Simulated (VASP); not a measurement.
A run of VASP 6.6.1 is set up as follows.

The input INCAR:

```
PREC = Accurate
ENCUT = 520
EDIFF = 1E-6
ISMEAR = -1
SIGMA = 0.05
LREAL = F
LASPH = T
NELM = 100
ALGO = Normal
ISIF = 2
LWAVE = F
LCHARG = F
NBANDS = 11
```

KPOINTS

```
Automatic mesh
0
Gamma
  16 16 16
```

Contents of POSCAR:

```
Si
1.0
   -2.2696041495      2.3880752679      1.2855376680
    2.2696041495     -2.3880752679      1.2855376680
    2.2696041495      2.3880752679     -1.2855376680
Si
2
Direct
    0.8070000000      0.5570000000      0.2500000000
    0.1930000000      0.4430000000      0.7500000000
```

Potentials or basis: VASP PAW LDA potentials, release 64 (Si).

Run with:

```bash
$ cat potpaw_LDA.64/Si/POTCAR > POTCAR
$ mpirun -np 1 vasp_std > vasp.out
```

Problem. Predict the largest force.

Solution. 0.036 eV/Å.

Problem. Estimate the pressure.

Solution. 7.1 GPa.

Problem. Predict the band gap on the k mesh.

Solution. Zero (bands 4 and 5 overlap by 7.21 eV).

Stress tensor (GPa, compression positive):
```
6.44 0.00 0.00
0.00 8.20 0.00
0.00 0.00 6.69
```

Caveat: the cell stands under pressure.
